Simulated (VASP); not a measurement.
Wanted: the native input for a VASP 6.6.1 run.

```yaml
Task: single point
Functional: PBEsol
Potentials_or_basis: VASP PAW PBE potentials, release 64 (Mo_sv)
Cutoff: 520 eV
k_mesh: 10 × 10 × 10
Occupations: fermi-dirac, width 0.05 eV
Spin: no spin polarisation
Dipole_correction: no
Further_INCAR_settings: ALGO = Normal; EDIFF = 1e-07; NBANDS = 13
```

The structure of Mo lies in POSCAR:

```
Mo
1.0
   -1.5637638583      1.5637638583      1.5637638583
    1.5637638583     -1.5637638583      1.5637638583
    1.5637638583      1.5637638583     -1.5637638583
Mo
1
Direct
    0.0000000000      0.0000000000      0.0000000000
```

The input as run:

INCAR

```
PREC = Accurate
ENCUT = 520
EDIFF = 1E-7
ISMEAR = -1
SIGMA = 0.05
LREAL = F
LASPH = T
NELM = 100
ALGO = Normal
ISIF = 2
LWAVE = F
LCHARG = T
GGA = PS
LELF = T
LVHAR = T
NBANDS = 13
```

KPOINTS

```
regular mesh
0
Gamma
  10 10 10
```

Potentials or basis: VASP PAW PBE potentials, release 64 (Mo_sv).

Launch:

```sh
$ cat potpaw_PBE.64/Mo_sv/POTCAR > POTCAR
$ mpirun -np 1 vasp_std > vasp.out
```

Results of the run:

The pressure is 0.6 GPa and the band gap on the k mesh is zero (band 7 reaches 16.97 eV, above the bottom of band 8 at 11.42 eV).

Caveat: the PAW data sets were made with another functional, which shifts forces and pressure a little.

Wall time 4.9 s on 1 thread of Intel Xeon 6975P-C, with other jobs on the host, peak memory 0.13 GiB.
